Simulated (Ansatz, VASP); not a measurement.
## One calculation of C, two programs

```
C
1.0
     2.52000    0.00000    0.00000
    -1.26000    2.18238    0.00000
     0.00000    0.00000    4.18000
C
4
Direct
  0.33333 0.66667 0.00000
  0.66667 0.33333 0.50000
  0.33333 0.66667 0.37400
  0.66667 0.33333 0.87400
```

Alike in both runs: task relaxation of cell and atoms; functional PBE; k mesh 9 × 9 × 6; occupations gaussian, width 0.02 eV; no spin polarisation.

|  | VASP | Ansatz |
| --- | --- | --- |
| version | VASP 6.6.1 | Ansatz 0.2.0 |
| potentials or method | VASP PAW PBE potentials, release 64 (C), cutoff 600 eV | scalar-relativistic, plane waves, PAW |
| valence electrons in the cell | 16 | 16 |

Ansatz gave:

- gap on the k mesh at the Fermi level, each at its own relaxed structure (eV): 3.36
- relaxed volume (Å³/atom): 5.71
- relaxed cell length with the largest relative difference (Å): 4.180

Q: What did VASP give for the same quantities?

A: gap on the k mesh at the Fermi level, each at its own relaxed structure (eV): 3.34; relaxed volume (Å³/atom): 5.71; relaxed cell length with the largest relative difference (Å): 4.180.
